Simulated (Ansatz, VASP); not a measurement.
**Rb: VASP beside Ansatz**

```
Rb
1.0
     5.02699    0.00000    0.00000
     0.00000    8.80564    0.00000
     0.16419    0.00000    8.20951
Rb
4
Direct
  0.00000 0.16334 0.25000
  0.50000 0.33666 0.75000
  0.50000 0.66334 0.25000
  0.00000 0.83666 0.75000
```

Change from the starting cell: shear of c along a, cell held, atoms relaxed: +2.0 %.

Alike in both runs: functional PBE; k mesh 8 × 6 × 6; occupations gaussian, width 0.1 eV; no spin polarisation.

Ansatz relaxed the structure, and its values are those at the end. VASP's run is a single point on that final structure, the one shown.

|  | VASP | Ansatz |
| --- | --- | --- |
| version | VASP 6.6.1 | Ansatz 0.2.0 |
| potentials or method | VASP PAW PBE potentials, release 64 (Rb_sv), cutoff 520 eV | scalar-relativistic, plane waves, PAW |
| valence electrons in the cell | 36 | 36 |

```tsv
	VASP	Ansatz	Ansatz less VASP
gap on the k mesh at the Fermi level (eV)	none	none	-
pressure (GPa)	0.0	0.0	0.00
```

A gap of «none» marks a metal or a gap that the smearing closes. The functional is the same, so the differences come from potentials, cutoffs and numerics. Ansatz's warnings: stress scf threshold loose.
